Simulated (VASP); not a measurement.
Runs of VASP 6.6.1 on BaNb3. The structure is that of space group Pm-3m (No. 221), or close to it. The cells are those of the table. 

| task | cell | k mesh | cutoff (eV) | gap on the mesh (eV) | pressure (GPa) | relaxed volume (Å³/atom) |
| --- | --- | --- | --- | --- | --- | --- |
| single point | a = 4.449 Å, 4 atoms | 10 × 10 × 10 | 520 | none | (b) | - |
| single point | a = 4.368 Å, 4 atoms | 4 × 4 × 4 | 520 | none | 7.4 | - |
| single point | a = 4.451 Å, 4 atoms | 4 × 4 × 4 | 520 | none | 1.3 | - |
| relaxation of cell and atoms | relaxed from a = 4.451 Å, 4 atoms | 10 × 10 × 10 | 600 | none | 0.0 | (a) |
| relaxation of cell and atoms | relaxed from a = 4.368 Å, 4 atoms | 4 × 4 × 4 | 600 | none | -0.1 | 22.39 |

Alike in all rows: level PBE; potentials or basis VASP PAW PBE potentials, release 64 (Ba_sv, Nb_sv); no spin polarisation; smearing gaussian 0.1 eV.

Q: Estimate the missing entries.

A: (a) 22.38; (b) 1.4.

Caveats: spin-orbit coupling is left out, which moves the levels of the heavy elements.

A k mesh can miss the band edges, and the runs leave out spin-orbit coupling on Ba, Nb.

A gap of «none» marks levels without a gap at the run's occupations.
